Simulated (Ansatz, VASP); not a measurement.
One calculation of B, two programs

File INCAR:

```
SYSTEM = B
PREC = Accurate
ENCUT = 520
EDIFF = 1E-7
ISMEAR = 0
SIGMA = 0.1
LREAL = .FALSE.
LASPH = .TRUE.
NELM = 100
ALGO = Normal
ISIF = 2
LWAVE = .FALSE.
LCHARG = .FALSE.
GGA = PE
NBANDS = 10
```

KPOINTS

```
Automatic mesh
0
G
  10 8 6
  0 0 0
```

Contents of POSCAR:

```
B
1.0
    1.7984797800      0.0000000000      0.0000000000
    0.0000000000      2.3180672400      0.0000000000
    0.0000000000      0.0000000000      3.4423714800
B
2
Direct
    0.0000000000      0.5000000000      0.8057465100
    0.5000000000      0.0000000000      0.1942534900
```

Input for Ansatz:

```yaml
crystal:
  lattice:
    - [1.79847978, 0.0, 0.0]
    - [0.0, 2.31806724, 0.0]
    - [0.0, 0.0, 3.44237148]
  atoms:
    - { symbol: B, position: [0.0, 0.5, 0.80574651] }
    - { symbol: B, position: [0.5, 0.0, 0.19425349] }
basis:
  ecutwfc: 420
kpoints:
  mp_grid: { grid: [10, 8, 6] }
hamiltonian:
  xc: pbe
scf:
  occupations: { method: gaussian, width: 0.1 }
  lower_state_search: "off"
output:
  forces: true
  stress: true
  eigenvalues: true
```

Alike in both runs: task single point; functional PBE; k mesh 10 × 8 × 6; occupations gaussian, width 0.1 eV; no spin polarisation.

```csv
,VASP,Ansatz
version,VASP 6.6.1,Ansatz 0.2.0
potentials or method,"VASP PAW PBE potentials, release 64 (B), cutoff 520 eV","scalar-relativistic, plane waves, PAW"
valence electrons in the cell,6,6
```

```csv
,VASP,Ansatz,Ansatz less VASP
gap on the k mesh at the Fermi level (eV),none,none,-
pressure (GPa),-13.2,-13.2,+0.02
"traceless stress, the component that is largest in VASP (GPa)",-33.85,-33.92,-0.075
rms of the force components (eV/Å),0.484,0.484,+0.0008
```

Atom by atom the forces differ by 0.001 eV/Å (rms over components). A gap of «none» marks a metal or a gap that the smearing closes.
